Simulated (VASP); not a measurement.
# MgSe (Fm-3m) in VASP: notebook

MgSe is run at these levels: PBE, LDA; tasks: single point.

Program: VASP 6.6.1. These are calculated values, not measurements. Logs are shortened: lines on timing, memory, paths and dates and some standing lists are left out, and cuts for length are marked.

## Step 1: The cell of the first run

The structure is cubic, space group Fm-3m (No. 225). Conventional cell: a = 5.473 Å, b = 5.473 Å, c = 5.473 Å, α = 90.00°, β = 90.00°, γ = 90.00°. Mg (site symmetry m-3m) has 6 Se at 2.74 Å within 3.6 Å. Within 3.6 Å of Se (site symmetry m-3m) lie 6 Mg at 2.74 Å.

## Step 2: Single point, PBE

Input file INCAR:

```
SYSTEM = MgSe
  PREC = Accurate
  ENCUT = 600
  EDIFF = 1E-6
  ISMEAR = 0
  SIGMA = 0.01
  LREAL = .False.
  LASPH = .True.
  NELM = 120
  ALGO = Normal
  ISIF = 2
  LWAVE = .False.
  LCHARG = .False.
  GGA = PE
  NBANDS = 11
  GGA_COMPAT = .False.
```

Input file KPOINTS:

```
Automatic mesh
0
Gamma
  4 4 4
  0 0 0
```

Input file POSCAR:

```
MgSe
1.0
    0.0000000000      2.7362756105      2.7362756105
    2.7362756105      0.0000000000      2.7362756105
    2.7362756105      2.7362756105      0.0000000000
Mg Se
1 1
Direct
    0.0000000000      0.0000000000      0.0000000000
    0.5000000000      0.5000000000      0.5000000000
```

Potentials or basis: VASP PAW PBE potentials, release 64 (Mg, Se).

The run is started by

```
$ cat potpaw_PBE.64/Mg/POTCAR potpaw_PBE.64/Se/POTCAR > POTCAR
$ mpirun -np 1 vasp_std > vasp.out
```

OUTCAR:

```text
SYSTEM = MgSe
   PREC = Accurate
   ENCUT = 600
   EDIFF = 1E-6
   ISMEAR = 0
   LREAL = .False.
   LASPH = .True.
   NELM = 120
   ISIF = 2
   GGA = PE

 ion  position               nearest neighbor table
   1  0.000  0.000  0.000-   2 2.74   2 2.74   2 2.74   2 2.74   2 2.74   2 2.74
   2  0.500  0.500  0.500-   1 2.74   1 2.74   1 2.74   1 2.74   1 2.74   1 2.74

  LATTYP: Found a face centered cubic cell.
 ALAT       =     5.4725512210

  Lattice vectors:

 A1 = (   0.0000000000,   2.7362756105,   2.7362756105)
 A2 = (   2.7362756105,   0.0000000000,   2.7362756105)
 A3 = (   2.7362756105,   2.7362756105,   0.0000000000)

Analysis of symmetry for initial positions (statically):
=====================================================================
 Subroutine PRICEL returns:
 Original cell was already a primitive cell.

 Routine SETGRP: Setting up the symmetry group for a
 face centered cubic supercell.

 Subroutine GETGRP returns: Found 48 space group operations
 (whereof 48 operations were pure point group operations)
 out of a pool of 48 trial point group operations.

The static configuration has the point symmetry O_h .

Analysis of symmetry for dynamics (positions and initial velocities):
=====================================================================
 Subroutine PRICEL returns:
 Original cell was already a primitive cell.

 Routine SETGRP: Setting up the symmetry group for a
 face centered cubic supercell.

 Subroutine GETGRP returns: Found 48 space group operations
 (whereof 48 operations were pure point group operations)
 out of a pool of 48 trial point group operations.

The dynamic configuration has the point symmetry O_h .

 Subroutine INISYM returns: Found 48 space group operations
 (whereof 48 operations are pure point group operations),
 and found     1 'primitive' translations

----------------------------------------------------------------------------------------

                                     Primitive cell

  volume of cell :      40.9741

  direct lattice vectors                    reciprocal lattice vectors
     0.000000000  2.736275610  2.736275610    -0.182730131  0.182730131  0.182730131
     2.736275610  0.000000000  2.736275610     0.182730131 -0.182730131  0.182730131
     2.736275610  2.736275610  0.000000000     0.182730131  0.182730131 -0.182730131

  length of vectors
     3.869678079  3.869678079  3.869678079     0.316497870  0.316497870  0.316497870

  position of ions in fractional coordinates (direct lattice)
     0.000000000  0.000000000  0.000000000
     0.500000000  0.500000000  0.500000000

  ion indices of the primitive-cell ions
   primitive index   ion index
                 1           1
                 2           2

----------------------------------------------------------------------------------------

 KPOINTS: Automatic mesh

Automatic generation of k-mesh.
 Grid dimensions read from file:
 generate k-points for:    4    4    4

 Generating k-lattice:

  Cartesian coordinates                     Fractional coordinates (reciprocal lattice)
    -0.045682533  0.045682533  0.045682533     0.250000000  0.000000000  0.000000000
     0.045682533 -0.045682533  0.045682533     0.000000000  0.250000000  0.000000000
     0.045682533  0.045682533 -0.045682533     0.000000000  0.000000000  0.250000000

  Length of vectors
     0.079124468  0.079124468  0.079124468

  Shift w.r.t. Gamma in fractional coordinates (k-lattice)
     0.000000000  0.000000000  0.000000000

 Subroutine IBZKPT returns following result:
 ===========================================

 Found      8 irreducible k-points:

 Following reciprocal coordinates:
            Coordinates               Weight
  0.000000  0.000000  0.000000      1.000000
  0.250000  0.000000  0.000000      8.000000
  0.500000  0.000000  0.000000      4.000000
  0.250000  0.250000  0.000000      6.000000
  0.500000  0.250000  0.000000     24.000000
 -0.250000  0.250000  0.000000     12.000000
  0.500000  0.500000  0.000000      3.000000
 -0.250000  0.500000  0.250000      6.000000
   k-points           NKPTS =      8   k-points in BZ     NKDIM =      8   number of bands    NBANDS=     11
   number of dos      NEDOS =    301   number of ions     NIONS =      2
   total plane-waves  NPLWV =  32768
   dimension x,y,z NGX =    32 NGY =   32 NGZ =   32
   dimension x,y,z NGXF=    64 NGYF=   64 NGZF=   64
   ions per type =               1   1
   NGX,Y,Z   is equivalent  to a cutoff of  13.75, 13.75, 13.75 a.u.
   NGXF,Y,Z  is equivalent  to a cutoff of  27.50, 27.50, 27.50 a.u.
 SYSTEM =  MgSe
   PREC   = accura    normal or accurate (medium, high low for compatibility)
   ISTART =      0    job   : 0-new  1-cont  2-samecut
   ICHARG =      2    charge: 1-file 2-atom 10-const
   ISPIN  =      1    spin polarized calculation?
   LNONCOLLINEAR =      F non collinear calculations
   LSORBIT =      F    spin-orbit coupling
   LASPH  =      T    aspherical Exc in radial PAW
   ENCUT  =  600.0 eV  44.10 Ry    6.64 a.u.   7.73  7.73  7.73*2*pi/ulx,y,z
   NELM   =    120;   NELMIN=  2; NELMDL= -5     # of ELM steps
   EDIFF  = 0.1E-05   stopping-criterion for ELM
   LREAL  =      F    real-space projection
   EDIFFG = 0.1E-04   stopping-criterion for IOM
   NSW    =      0    number of steps for IOM
   IBRION =     -1    ionic relax: 0-MD 1-quasi-New 2-CG
   NFREE  =      0    steps in history (QN), initial steepest desc. (CG)
   ISIF   =      2    stress and relaxation
   ISYM   =      2    0-nonsym 1-usesym 2-fastsym
   POTIM  = 0.5000    time-step for ionic-motion
   TEBEG  =    0.0;   TEEND  =   0.0 temperature during run
   PSTRESS=    0.0 pullay stress
   NELECT =       8.0000    total number of electrons
   NUPDOWN=      -1.0000    fix difference up-down
   EMIN   =  10.00;   EMAX   =-10.00  energy-range for DOS
   EFERMI =   0.00;   METHOD = LEGACY
   ISMEAR =     0;   SIGMA  =   0.01  broadening in eV -4-tet -1-fermi 0-gaus
   EFERMI_NEDOS =   21; number of points for ismear=-14 and -15
   IALGO  =     38    algorithm
   IMIX   =      4    mixing-type and parameters
     AMIX     =   0.40;   BMIX     =  1.00
     AMIX_MAG =   1.60;   BMIX_MAG =  1.00
  volume/ion in A,a.u.               =      20.49       138.25
  Fermi-wavevector in a.u.,A,eV,Ry     =   0.949733  1.794736 12.272364  0.901993
  Thomas-Fermi vector in A             =   2.078044
   LORBIT       =      0    0 simple, 1 ext, 2 COOP (PROOUT), +10 PAW based schemes
   GGA     = PE    functional components
   LHFCALC =     F    Hartree Fock is set to
   AEXX    =    0.0000 exact exchange contribution
   IVDW    =     0    specifies the selected vdW correction
   LEPSILON=     F    determine dielectric tensor
   LRPA    =     F    only Hartree local field effects (RPA)
 non-spin polarized calculation
 Gauss-broadening in eV      SIGMA  =   0.01
  energy-cutoff  :      600.00
  volume of cell :       40.97
 maximum number of plane-waves:      1384
 NGX is ok and might be reduce to    32
   NGX = 15   NGY = 15   NGZ = 15

 number of electron       8.0000000 magnetization

 Free energy of the ion-electron system (eV)
  ---------------------------------------------------
  ext. energy  EPLUGINS =         0.00000000
  ---------------------------------------------------
  free energy    TOTEN  =        -7.41867010 eV

  energy without entropy =       -7.41867010  energy(sigma->0) =       -7.41867010

 E-fermi :   3.2143     XC(G=0):  -9.4309

 val. band max:        3.1630432253   @ k =   0.0000   0.0000   0.0000
 cond. band min:       4.9123159745   @ k =   0.5000   0.5000   0.0000
 fundamental gap:      1.7492727493
 Fermi energy:         3.2142833237

 k-point     1 :       0.0000    0.0000    0.0000
  band No.  band energies     occupation
      1      -9.7129      2.00000
      2       3.1630      2.00000
      3       3.1630      2.00000
      4       3.1630      2.00000
      5       5.6663      0.00000
      6      10.5553      0.00000
      7      10.5553      0.00000
      8      10.5553      0.00000
      9      13.0879      0.00000
     10      13.0879      0.00000
     11      14.1081      0.00000

 k-point     2 :       0.2500    0.0000    0.0000
  band No.  band energies     occupation
      1      -9.2325      2.00000
      2       0.1681      2.00000
      3       2.8502      2.00000
      4       2.8502      2.00000
      5       7.2296      0.00000
      6      10.1895      0.00000
      7      10.1895      0.00000
      8      10.8576      0.00000
      9      12.6974      0.00000
     10      12.6974      0.00000
     11      13.0801      0.00000

 k-point     3 :       0.5000    0.0000    0.0000
  band No.  band energies     occupation
      1      -8.6134      2.00000
      2      -1.7405      2.00000
      3       2.5922      2.00000
      4       2.5922      2.00000
      5       6.9572      0.00000
      6       9.2176      0.00000
      7       9.2176      0.00000
      8      11.6694      0.00000
      9      14.5208      0.00000
     10      16.9670      0.00000
     11      16.9670      0.00000

 k-point     4 :       0.2500    0.2500    0.0000
  band No.  band energies     occupation
      1      -9.0811      2.00000
      2       0.4406      2.00000
      3       2.1354      2.00000
      4       2.1354      2.00000
      5       7.1541      0.00000
      6       8.2772      0.00000
      7      10.5065      0.00000
      8      12.6978      0.00000
      9      12.6978      0.00000
     10      14.0801      0.00000
     11      16.4650      0.00000

 k-point     5 :       0.5000    0.2500    0.0000
  band No.  band energies     occupation
      1      -8.4704      2.00000
      2      -0.9686      2.00000
      3       0.8822      2.00000
      4       1.9106      2.00000
      5       6.6467      0.00000
      6       9.4250      0.00000
      7      11.2310      0.00000
      8      11.3333      0.00000
      9      14.5957      0.00000
     10      16.8714      0.00000
     11      17.2395      0.00000

 k-point     6 :      -0.2500    0.2500    0.0000
  band No.  band energies     occupation
      1      -8.6679      2.00000
      2      -0.6817      2.00000
      3       0.7682      2.00000
      4       2.5440      2.00000
      5       7.9271      0.00000
      6       9.8872      0.00000
      7      10.1875      0.00000
      8      10.6914      0.00000
      9      12.9661      0.00000
     10      15.8451      0.00000
     11      16.2715      0.00000

 k-point     7 :       0.5000    0.5000    0.0000
  band No.  band energies     occupation
      1      -8.2979      2.00000
      2      -1.0524      2.00000
      3       1.3977      2.00000
      4       1.3977      2.00000
      5       4.9123      0.00000
      6       7.1349      0.00000
      7      14.7962      0.00000
      8      15.2182      0.00000
      9      15.2182      0.00000
     10      15.7210      0.00000
     11      18.9823      0.00000

 k-point     8 :      -0.2500    0.5000    0.2500
  band No.  band energies     occupation
      1      -8.2639      2.00000
      2      -0.1160      2.00000
      3      -0.1160      2.00000
      4       0.6300      2.00000
      5       7.6348      0.00000
      6      10.0726      0.00000
      7      10.7019      0.00000
      8      10.7019      0.00000
      9      16.1566      0.00000
     10      16.1566      0.00000
     11      17.8260      0.00000

------------------------ aborting loop because EDIFF is reached ----------------------------------------

  FORCE on cell =-STRESS in cart. coord.  units (eV):
  Direction    XX          YY          ZZ          XY          YZ          ZX
  --------------------------------------------------------------------------------------
  -------------------------------------------------------------------------------------
  Total        0.3895731      0.3895731      0.3895731     -0.0000000      0.0000000     -0.0000000
  in kB       15.2331605     15.2331605     15.2331605     -0.0000000      0.0000000     -0.0000000
  external PRESSURE =      15.2331605 kB  Pullay stress =       0.0000000 kB

 VOLUME and BASIS-vectors are now :
 -----------------------------------------------------------------------------
  energy-cutoff  :      600.00
  volume of cell :       40.97
      direct lattice vectors                 reciprocal lattice vectors
     0.000000000  2.736275610  2.736275610    -0.182730131  0.182730131  0.182730131
     2.736275610  0.000000000  2.736275610     0.182730131 -0.182730131  0.182730131
     2.736275610  2.736275610  0.000000000     0.182730131  0.182730131 -0.182730131

 POSITION                                       TOTAL-FORCE (eV/Angst)
 -----------------------------------------------------------------------------------
      0.00000      0.00000      0.00000        -0.000000     -0.000000      0.000000
      2.73628      2.73628      2.73628         0.000000      0.000000     -0.000000
 -----------------------------------------------------------------------------------
    total drift:                               -0.000000     -0.000000      0.000000

  FREE ENERGIE OF THE ION-ELECTRON SYSTEM (eV)
  ---------------------------------------------------
  free  energy   TOTEN  =        -7.4186700994 eV

  energy  without entropy=       -7.4186700994  energy(sigma->0) =       -7.41867010
```

Wall time 6.2 s (1 thread of Intel Xeon Platinum 8259CL at 2.50GHz (Skylake/Cascade Lake), shared host); peak memory 0.17 GiB.

Results:

```
Free energy            : -7.4187 eV
Pressure               : 1.5 GPa
Band gap on the k mesh : 1.75 eV (least direct gap 2.50 eV)
```

Caveat: the k points lie up to 0.50 Å⁻¹ apart. A hybrid or GW would open this gap; PBE tends to underestimate it.

## Step 3: Single point, PBE

Input file INCAR:

```
PREC     = Accurate       # precision mode
ENCUT    = 600            # plane-wave cutoff, eV
EDIFF    = 1E-6           # SCF threshold, eV
ISMEAR   = 0              # smearing method
SIGMA    = 0.01           # smearing width, eV
LREAL    = F              # projectors in reciprocal space
LASPH    = T              # aspherical terms in the spheres
NELM     = 120            # most SCF steps
ALGO     = Normal         # electronic algorithm
ISIF     = 2              # what is computed and relaxed
LWAVE    = F              # write WAVECAR
LCHARG   = F              # write CHGCAR
GGA      = PE             # functional
NBANDS   = 11             # bands
GGA_COMPAT= F
```

Input file KPOINTS:

```
regular mesh
0
Gamma
  4 4 4
```

POSCAR is that of step 2.

Potentials or basis: VASP PAW PBE potentials, release 64 (Mg, Se).

The run is started by

```
$ cat potpaw_PBE.64/Mg/POTCAR potpaw_PBE.64/Se/POTCAR > POTCAR
$ mpirun -np 1 vasp_std > vasp.out
```

It took 6.2 s on 1 thread of Intel Xeon Platinum 8259CL at 2.50GHz (Skylake/Cascade Lake), shared host; peak memory 0.17 GiB.

The run converged. Its results:

```
Free energy            : -7.4187 eV
Pressure               : 1.5 GPa
Band gap on the k mesh : 1.75 eV (least direct gap 2.50 eV)
```

Levels at points of the mesh, in eV from the valence-band top:
```tsv
k point	band 1	band 2	band 3	band 4	band 5	band 6	band 7	band 8
(0.00, 0.00, 0.00)	-12.88	0.00	0.00	0.00	2.50	7.39	7.39	7.39
(0.50, 0.00, 0.00)	-11.78	-4.90	-0.57	-0.57	3.79	6.05	6.05	8.51
(0.50, 0.50, 0.00)	-11.46	-4.22	-1.77	-1.77	1.75	3.97	11.63	12.06
```

Caveat: the k points lie up to 0.50 Å⁻¹ apart.

## Step 4: Single point, LDA

Input file INCAR:

```
SYSTEM = MgSe
  PREC = Accurate
  ENCUT = 600
  EDIFF = 1E-6
  ISMEAR = 0
  SIGMA = 0.01
  LREAL = .False.
  LASPH = .True.
  NELM = 120
  ALGO = Normal
  ISIF = 2
  LWAVE = .False.
  LCHARG = .True.
  GGA = CA
  LELF = .True.
  LVHAR = .True.
  NBANDS = 11
  GGA_COMPAT = .False.
```

Input file KPOINTS:

```
Automatic mesh
0
Gamma
  4 4 4
  0 0 0
```

POSCAR is that of step 3.

Potentials or basis: VASP PAW LDA potentials, release 64 (Mg, Se).

The run is started by

```
$ cat potpaw_LDA.64/Mg/POTCAR potpaw_LDA.64/Se/POTCAR > POTCAR
$ mpirun -np 1 vasp_std > vasp.out
```

Run time: 4.9 s. Hardware: 1 thread of Intel Xeon Platinum 8259CL at 2.50GHz (Skylake/Cascade Lake), shared host; peak memory 0.15 GiB.

It converged, with:

- Free energy: -8.5074 eV
- Pressure: -2.7 GPa
- Band gap on the k mesh: 1.59 eV (least direct gap 2.30 eV)

Levels at points of the mesh, in eV from the valence-band top:
```tsv
k point	band 2	band 3	band 4	band 5	band 6	band 7
(0.00, 0.00, 0.00)	0.00	0.00	0.00	2.30	7.33	7.33
(0.50, 0.00, 0.00)	-4.95	-0.57	-0.57	3.66	5.95	5.95
(0.50, 0.50, 0.00)	-4.24	-1.78	-1.78	1.59	3.89	11.46
```

Caveat: the k points lie up to 0.50 Å⁻¹ apart.
